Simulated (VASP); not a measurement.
TiTe (rocksalt type), 2 atoms in the cell. It takes space group Fm-3m (No. 225, cubic). Conventional cell: a = 4.847 Å, b = 4.847 Å, c = 4.847 Å, α = 90.00°, β = 90.00°, γ = 90.00°. Within 3.2 Å of Ti (site symmetry m-3m) lie 6 Te at 2.42 Å. Te (site symmetry m-3m) has 6 Ti at 2.42 Å within 3.2 Å. 

```yaml
Program: VASP 6.6.1
Task: single point
Functional: LDA
Potentials_or_basis: VASP PAW LDA potentials, release 64 (Ti_sv, Te)
Cutoff: 520 eV
k_mesh: 12 × 12 × 12
Occupations: fermi-dirac, width 0.05 eV
Spin: no spin polarisation
Dipole_correction: no
k_mesh_for_the_DOS: 18 × 18 × 18
Occupations_for_the_DOS: tetrahedron
Further_INCAR_settings: ALGO = Normal; EDIFF = 1e-06
```

Potentials or basis: VASP PAW LDA potentials, release 64 (Ti_sv, Te).

Run with:

```bash
$ cat potpaw_LDA.64/Ti_sv/POTCAR potpaw_LDA.64/Te/POTCAR > POTCAR
$ cp INCAR.step1 INCAR
$ cp KPOINTS.step1 KPOINTS
$ mpirun -np 1 vasp_std > vasp.out
$ cp INCAR.step2 INCAR
$ cp KPOINTS.step2 KPOINTS
$ mpirun -np 1 vasp_std > vasp.out
```

Hardware: 1 thread of Intel(R) Xeon(R) Platinum 8375C CPU @ 2.90GHz (Ice Lake), on a shared host.

**Question.** Estimate the wall time of this run.

**Answer.** Run time: 60 s on 1 thread of Intel(R) Xeon(R) Platinum 8375C CPU @ 2.90GHz (Ice Lake) (shared host), peak memory 0.2 GiB. Counts: k points 195.
